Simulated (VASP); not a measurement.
Runs of VASP 6.6.1 on HoAlTe3. The structure is that of space group Pm-3m (No. 221), or close to it. The cells are those of the table. The cell was built from a structure type or drawn by symmetry, and may not be a known phase.

| task | cell | k mesh | gap on the mesh (eV) | pressure (GPa) | relaxed volume (Å³/atom) |
| --- | --- | --- | --- | --- | --- |
| relaxation of cell and atoms | relaxed from a = 5.309 Å, 5 atoms | 8 × 8 × 8 | none | 0.0 | 30.06 |
| relaxation of cell and atoms | relaxed from a = 5.625 Å, 5 atoms | 4 × 4 × 4 | none | 0.0 | 30.10 |
| single point | a = 5.625 Å, 5 atoms | 4 × 4 × 4 | none | (a) | - |
| single point | a = 5.309 Å, 5 atoms | 4 × 4 × 4 | none | 0.3 | - |
| single point | a = 5.317 Å, 5 atoms | 8 × 8 × 8 | none | 0.0 | - |

Alike in all rows: level PBE; potentials or basis VASP PAW PBE potentials, release 64 (Ho_3, Al, Te), 4f in core; no spin polarisation; cutoff (eV) 500; smearing gaussian 0.1 eV.

Task: Fill in the values left out.

Result: (a) -5.8.

Caveats: spin-orbit coupling is left out, which moves the levels of the heavy elements; the 4f electrons are frozen in the core, so they carry no moment and show no levels; the volume moved by over 15 % at a fixed basis, so the end points are rough (at least some runs); the cell stands under tension (at least some runs).

A k mesh can miss the band edges, and the runs leave out spin-orbit coupling on Ho, Te.

A gap of «none» marks levels without a gap at the run's occupations.
